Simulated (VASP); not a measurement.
# GaN (F-43m) in VASP: further runs

The runs below take GaN through vibrations by perturbation theory, with LDA.

All numbers are computed with VASP 6.6.1; they aren't measurements. Logs are shortened: lines on timing, memory, paths and dates and some standing lists are left out, and cuts for length are marked.

## Step 1: The cell of the first run

The structure is cubic, space group F-43m (No. 216). The conventional cell has a = 4.246 Å, b = 4.246 Å, c = 4.246 Å, α = 90.00°, β = 90.00°, γ = 90.00°. Ga (site symmetry -43m) has 4 N at 1.84 Å within 2.4 Å. Within 2.4 Å of N (site symmetry -43m) lie 4 Ga at 1.84 Å.

## Step 2: Vibrations by perturbation theory, LDA

File INCAR:

```
PREC = Accurate ; ENCUT = 520
EDIFF = 1E-8 ; ISMEAR = 0
SIGMA = 0.01 ; LREAL = False
LASPH = True ; NELM = 60
ALGO = Normal ; ISIF = 2
LWAVE = False ; LCHARG = False
NBANDS = 16 ; IBRION = 8
NSW = 1 ; LEPSILON = True
```

File KPOINTS:

```
Automatic mesh
0
Gamma
  10 10 10
```

File POSCAR:

```
GaN
1.0
    0.0000000000      2.1228286953      2.1228286953
    2.1228286953      0.0000000000      2.1228286953
    2.1228286953      2.1228286953      0.0000000000
Ga N
1 1
Direct
    0.0000000000      0.0000000000      0.0000000000
    0.7500000000      0.7500000000      0.7500000000
```

Potentials or basis: VASP PAW LDA potentials, release 64 (Ga_d, N).

The run is started by

```
> cat potpaw_LDA.64/Ga_d/POTCAR potpaw_LDA.64/N/POTCAR > POTCAR
> mpirun -np 1 vasp_std > vasp.out
```

OUTCAR:

```text
PREC = Accurate
   ENCUT = 520
   EDIFF = 1E-8
   ISMEAR = 0
   LREAL = False
   LASPH = True
   NELM = 60
   ISIF = 2
   IBRION = 8
   NSW = 1
   LEPSILON = True

 ion  position               nearest neighbor table
   1  0.000  0.000  0.000-   2 1.84   2 1.84   2 1.84   2 1.84
   2  0.750  0.750  0.750-   1 1.84   1 1.84   1 1.84   1 1.84

  LATTYP: Found a face centered cubic cell.
 ALAT       =     4.2456573906

  Lattice vectors:

 A1 = (   0.0000000000,   2.1228286953,   2.1228286953)
 A2 = (   2.1228286953,   0.0000000000,   2.1228286953)
 A3 = (   2.1228286953,   2.1228286953,   0.0000000000)

Analysis of symmetry for initial positions (statically):
=====================================================================
 Subroutine PRICEL returns:
 Original cell was already a primitive cell.

 Routine SETGRP: Setting up the symmetry group for a
 face centered cubic supercell.

 Subroutine GETGRP returns: Found 24 space group operations
 (whereof 24 operations were pure point group operations)
 out of a pool of 48 trial point group operations.

The static configuration has the point symmetry T_d .

Analysis of symmetry for dynamics (positions and initial velocities):
=====================================================================
 Subroutine PRICEL returns:
 Original cell was already a primitive cell.

 Routine SETGRP: Setting up the symmetry group for a
 face centered cubic supercell.

 Subroutine GETGRP returns: Found 24 space group operations
 (whereof 24 operations were pure point group operations)
 out of a pool of 48 trial point group operations.

The dynamic configuration has the point symmetry T_d .

 Subroutine INISYM returns: Found 24 space group operations
 (whereof 24 operations are pure point group operations),
 and found     1 'primitive' translations

----------------------------------------------------------------------------------------

                                     Primitive cell

  volume of cell :      19.1326

  direct lattice vectors                    reciprocal lattice vectors
     0.000000000  2.122828695  2.122828695    -0.235534785  0.235534785  0.235534785
     2.122828695  0.000000000  2.122828695     0.235534785 -0.235534785  0.235534785
     2.122828695  2.122828695  0.000000000     0.235534785  0.235534785 -0.235534785

  length of vectors
     3.002133131  3.002133131  3.002133131     0.407958214  0.407958214  0.407958214

  position of ions in fractional coordinates (direct lattice)
     0.000000000  0.000000000  0.000000000
     0.750000000  0.750000000  0.750000000

  ion indices of the primitive-cell ions
   primitive index   ion index
                 1           1
                 2           2

----------------------------------------------------------------------------------------

 KPOINTS: Automatic mesh

Automatic generation of k-mesh.
 Grid dimensions read from file:
 generate k-points for:   10   10   10

 Generating k-lattice:

  Cartesian coordinates                     Fractional coordinates (reciprocal lattice)
[... 604 lines left out ...]

 Free energy of the ion-electron system (eV)
  ---------------------------------------------------
  ---------------------------------------------------
  free energy    TOTEN  =        -0.22974878 eV

  energy without entropy =       -0.22974878

------------------------ aborting loop because EDIFF is reached ----------------------------------------

--------------------------------------- Ionic step        2  -------------------------------------------

------------------------ aborting loop because EDIFF is reached ----------------------------------------

--------------------------------------- Ionic step        3  -------------------------------------------

------------------------ aborting loop because EDIFF is reached ----------------------------------------

 PIEZOELECTRIC TENSOR FIELD DIRECTION 3  (e Angst)
 -----------------------------------------------------------------------------
    -0.00111  1.18838  0.00000           ( -0.00000  0.11461  0.00000)
     1.18838 -0.00111  0.00000           (  0.11461 -0.00000  0.00000)
     0.00000  0.00000  0.00119           (  0.00000  0.00000 -0.00000)

 PIEZOELECTRIC TENSOR FIELD DIRECTION 3  (C/m^2)
 -----------------------------------------------------------------------------
    -0.00093  0.99515  0.00000
     0.99515 -0.00093  0.00000
     0.00000  0.00000  0.00100

--------------------------------------- Ionic step        4  -------------------------------------------

------------------------ aborting loop because EDIFF is reached ----------------------------------------

[... ionic steps 5 to 6 ...]

--------------------------------------- Ionic step        7  -------------------------------------------

 Free energy of the ion-electron system (eV)
  ---------------------------------------------------
  ---------------------------------------------------
  free energy    TOTEN  =        -0.23323234 eV

  energy without entropy =       -0.23323234

------------------------ aborting loop because EDIFF is reached ----------------------------------------

 INTERNAL STRAIN TENSOR  FOR ION    2  DIRECTION 1   (eV/Angst):
 -----------------------------------------------------------------------------
    -0.00432  0.00000  0.00000
     0.00000 -0.00018 19.55255
     0.00000 19.55255 -0.00018

 MACROSCOPIC STATIC DIELECTRIC TENSOR (including local field effects in DFT)
 ------------------------------------------------------
           5.143040    -0.000000     0.000000
           0.000000     5.143040    -0.000000
           0.000000     0.000000     5.143040
 ------------------------------------------------------

 PIEZOELECTRIC TENSOR (including local field effects)  for field in x, y, z        (e  Angst)
          XX          YY          ZZ          XY          YZ          ZX
  --------------------------------------------------------------------------------
  x     0.00000     0.00000    -0.00000     0.00000     1.19199     0.00000
  y     0.00000     0.00000     0.00000     0.00000     0.00000     1.19199
  z     0.00000    -0.00000     0.00000     1.19199     0.00000     0.00000

 PIEZOELECTRIC TENSOR (including local field effects)  for field in x, y, z        (C/m^2)
          XX          YY          ZZ          XY          YZ          ZX
  --------------------------------------------------------------------------------
  x     0.00000     0.00000    -0.00000     0.00000     0.99818     0.00000
  y     0.00000     0.00000     0.00000     0.00000     0.00000     0.99818
  z     0.00000    -0.00000     0.00000     0.99818     0.00000     0.00000

 BORN EFFECTIVE CHARGES (including local field effects) (in |e|, cummulative output)
 ---------------------------------------------------------------------------------
 ion    1
    1     2.55438     0.00000     0.00000
    2     0.00000     2.55438     0.00000
    3     0.00000     0.00000     2.55438
 ion    2
    1    -2.55438     0.00000     0.00000
    2     0.00000    -2.55438     0.00000
    3     0.00000     0.00000    -2.55438

 INTERNAL STRAIN TENSOR FOR ION    2 for displacements in x,y,z  (eV/Angst):
          X           Y           Z          XY          YZ          ZX
  --------------------------------------------------------------------------------
  x    -0.00000     0.00000     0.00000     0.00000    19.55255     0.00000
  y     0.00000    -0.00000     0.00000     0.00000     0.00000    19.55255
  z     0.00000     0.00000    -0.00000    19.55255     0.00000     0.00000

 SECOND DERIVATIVES (NOT SYMMETRIZED)
 ------------------------------------
               1X          1Y          1Z          2X          2Y          2Z
  1X   -20.236619    0.000000    0.000000   20.236619    0.000000    0.000000
  1Y     0.000000  -20.236619    0.000000    0.000000   20.236619    0.000000
  1Z     0.000000    0.000000  -20.236619    0.000000    0.000000   20.236619
  2X    20.212257    0.000000    0.000000  -20.212257    0.000000    0.000000
  2Y     0.000000   20.212257    0.000000    0.000000  -20.212257    0.000000
  2Z     0.000000    0.000000   20.212257    0.000000    0.000000  -20.212257

 Eigenvectors and eigenvalues of the dynamical matrix
 ----------------------------------------------------

   1 f  =   20.585401 THz   129.341889 2PiTHz  686.655067 cm-1    85.134340 meV
             X         Y         Z           dx          dy          dz
      0.000000  0.000000  0.000000     0.000000    0.409140    0.000000
      3.184243  3.184243  3.184243     0.000000   -0.912471    0.000000
[... 21 lines left out ...]
   6 f/i=    0.004629 THz     0.029082 2PiTHz    0.154393 cm-1     0.019142 meV
             X         Y         Z           dx          dy          dz
      0.000000  0.000000  0.000000     0.000000    0.000000    0.912471
      3.184243  3.184243  3.184243     0.000000    0.000000    0.409140

--------------------------------------------------------------------------------------------------------

 MACROSCOPIC STATIC DIELECTRIC TENSOR IONIC CONTRIBUTION
 ------------------------------------------------------
           3.051302     0.000000     0.000000
           0.000000     3.051302     0.000000
           0.000000     0.000000     3.051302
 ------------------------------------------------------

 ELASTIC MODULI CONTR FROM IONIC RELAXATION (kBar)
 Direction    XX          YY          ZZ          XY          YZ          ZX
 --------------------------------------------------------------------------------
 XX          -0.0000      0.0000      0.0000     -0.0000      0.0000      0.0000
 YY           0.0000     -0.0000      0.0000     -0.0000     -0.0000     -0.0000
 ZZ           0.0000      0.0000     -0.0000      0.0000     -0.0000      0.0000
 XY          -0.0000     -0.0000      0.0000  -1523.0596      0.0000      0.0000
 YZ           0.0000     -0.0000     -0.0000      0.0000  -1523.0596      0.0000
 ZX           0.0000     -0.0000      0.0000      0.0000      0.0000  -1523.0596
 --------------------------------------------------------------------------------

 PIEZOELECTRIC TENSOR IONIC CONTR  for field in x, y, z        (C/m^2)
          XX          YY          ZZ          XY          YZ          ZX
  --------------------------------------------------------------------------------
  x     0.00000    -0.00000    -0.00000     0.00000    -2.02849     0.00000
  y     0.00000    -0.00000     0.00000     0.00000     0.00000    -2.02849
  z    -0.00000    -0.00000     0.00000    -2.02849     0.00000     0.00000
```

Run time: 20 min. Hardware: 1 thread of AMD EPYC 7R13, shared host; peak memory 0.22 GiB.

Results:

| Property | Result |
| --- | --- |
| Electronic dielectric tensor (diagonal) | 5.14 |
| Born charges (mean of the diagonal) | Ga +2.55; N -2.55 e |
| Highest phonon frequency at Γ, LO-TO splitting left out | 687 cm⁻¹ |

Phonon frequencies in cm⁻¹ (negative: imaginary):
| q point | frequencies |
| --- | --- |
| (0.000, 0.000, 0.000) | 0 0 0 687 687 687 |

Electronic dielectric tensor:
```
5.14 0.00 0.00
0.00 5.14 0.00
0.00 0.00 5.14
```

Born effective charge tensors (e):
atom 1, Ga
```
2.55 0.00 0.00
0.00 2.55 0.00
0.00 0.00 2.55
```
atom 2, N
```
-2.55  0.00  0.00
 0.00 -2.55  0.00
 0.00  0.00 -2.55
```

Caveat: the cell wasn't relaxed at this level first, which shifts response properties.

## Step 3: Vibrations by perturbation theory, LDA

This run uses another cell than the first one, of 10.61 Å³/atom, 1.110 times its volume.

File INCAR:

```
SYSTEM = GaN
PREC = Accurate
ENCUT = 520
EDIFF = 1E-8
ISMEAR = 0
SIGMA = 0.01
LREAL = .FALSE.
LASPH = .TRUE.
NELM = 60
ALGO = Normal
ISIF = 2
LWAVE = .FALSE.
LCHARG = .TRUE.
GGA = CA
NBANDS = 16
IBRION = 8
NSW = 1
LEPSILON = .TRUE.
```

File KPOINTS:

```
Automatic mesh
0
G
  10 10 10
  0 0 0
```

File POSCAR:

```
GaN
1.0
    0.0000000000      2.1976864937      2.1976864937
    2.1976864937      0.0000000000      2.1976864937
    2.1976864937      2.1976864937      0.0000000000
Ga N
1 1
Direct
    0.0000000000      0.0000000000      0.0000000000
    0.7500000000      0.7500000000      0.7500000000
```

Potentials or basis: VASP PAW LDA potentials, release 64 (Ga_d, N).

The run is started by

```
> cat potpaw_LDA.64/Ga_d/POTCAR potpaw_LDA.64/N/POTCAR > POTCAR
> mpirun -np 1 vasp_std > vasp.out
```

OUTCAR:

```text
SYSTEM = GaN
   PREC = Accurate
   ENCUT = 520
   EDIFF = 1E-8
   ISMEAR = 0
   LREAL = .FALSE.
   LASPH = .TRUE.
   NELM = 60
   ISIF = 2
   GGA = CA
   IBRION = 8
   NSW = 1
   LEPSILON = .TRUE.

 ion  position               nearest neighbor table
   1  0.000  0.000  0.000-   2 1.90   2 1.90   2 1.90   2 1.90
   2  0.750  0.750  0.750-   1 1.90   1 1.90   1 1.90   1 1.90

  LATTYP: Found a face centered cubic cell.
[... 785 lines left out ...]
      3.296530  3.296530  3.296530    -0.912581    0.000000   -0.000000
[... 21 lines left out ...]
   6 f/i=    0.000766 THz     0.004812 2PiTHz    0.025546 cm-1     0.003167 meV
             X         Y         Z           dx          dy          dz
      0.000000  0.000000  0.000000    -0.006469   -0.416173   -0.812134
      3.296530  3.296530  3.296530    -0.002898   -0.186473   -0.363889

--------------------------------------------------------------------------------------------------------

 MACROSCOPIC STATIC DIELECTRIC TENSOR IONIC CONTRIBUTION
 ------------------------------------------------------
           3.849920    -0.000000    -0.000000
          -0.000000     3.849920     0.000000
          -0.000000     0.000000     3.849920
 ------------------------------------------------------

 ELASTIC MODULI CONTR FROM IONIC RELAXATION (kBar)
 Direction    XX          YY          ZZ          XY          YZ          ZX
 --------------------------------------------------------------------------------
 XX          -0.0000      0.0000      0.0000      0.0000     -0.0000     -0.0000
 YY           0.0000     -0.0000      0.0000      0.0000      0.0000      0.0000
 ZZ           0.0000      0.0000     -0.0000     -0.0000      0.0000     -0.0000
 XY           0.0000      0.0000     -0.0000   -673.5742      0.0000      0.0000
 YZ          -0.0000      0.0000      0.0000      0.0000   -673.5742      0.0000
 ZX          -0.0000      0.0000     -0.0000      0.0000      0.0000   -673.5742
 --------------------------------------------------------------------------------

 PIEZOELECTRIC TENSOR IONIC CONTR  for field in x, y, z        (C/m^2)
          XX          YY          ZZ          XY          YZ          ZX
  --------------------------------------------------------------------------------
  x    -0.00000     0.00000     0.00000     0.00000    -1.51527    -0.00000
  y    -0.00000     0.00000    -0.00000    -0.00000     0.00000    -1.51527
  z     0.00000     0.00000    -0.00000    -1.51527     0.00000     0.00000
```

Wall time 5.4 min (1 thread of Intel Xeon Platinum 8259CL at 2.50GHz (Skylake/Cascade Lake), shared host); peak memory 0.26 GiB.

Results:

| Property | Result |
| --- | --- |
| Electronic dielectric tensor (diagonal) | 5.54 |
| Born charges (mean of the diagonal) | Ga +2.61; N -2.61 e |
| Highest phonon frequency at Γ, LO-TO splitting left out | 592 cm⁻¹ |

Phonon frequencies in cm⁻¹ (negative: imaginary):
| q point | frequencies |
| --- | --- |
| (0.000, 0.000, 0.000) | 0 0 0 592 592 592 |

Electronic dielectric tensor:
```
5.54 0.00 0.00
0.00 5.54 0.00
0.00 0.00 5.54
```

Born effective charge tensors (e):
atom 1, Ga
```
2.61 0.00 0.00
0.00 2.61 0.00
0.00 0.00 2.61
```
atom 2, N
```
-2.61  0.00  0.00
 0.00 -2.61  0.00
 0.00  0.00 -2.61
```

Caveat: the cell wasn't relaxed at this level first, which shifts response properties.
